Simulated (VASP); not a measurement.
Here is a VASP 6.6.1 calculation.

Contents of INCAR:

```
SYSTEM = Sr
PREC = Accurate
ENCUT = 520
EDIFF = 1E-6
ISMEAR = -1
SIGMA = 0.03
LREAL = .FALSE.
LASPH = .TRUE.
NELM = 60
ALGO = Normal
ISIF = 2
LWAVE = .FALSE.
LCHARG = .TRUE.
GGA = PE
LELF = .TRUE.
LVHAR = .TRUE.
NBANDS = 11
```

Contents of KPOINTS:

```
Automatic mesh
0
G
  9 9 9
  0 0 0
```

File POSCAR:

```
Sr
1.0
    0.0000000000      3.0191365063      3.0191365063
    3.0191365063      0.0000000000      3.0191365063
    3.0191365063      3.0191365063      0.0000000000
Sr
1
Direct
    0.0000000000      0.0000000000      0.0000000000
```

Potentials or basis: VASP PAW PBE potentials, release 64 (Sr_sv).

Command:

```sh
$ cat potpaw_PBE.64/Sr_sv/POTCAR > POTCAR
$ mpirun -np 1 vasp_std > vasp.out
```

What does it give for the pressure?

-0.1 GPa.

Predict the band gap on the k mesh.

0.09 eV, indirect (least direct gap 0.23 eV).

A k mesh can miss the band edges.
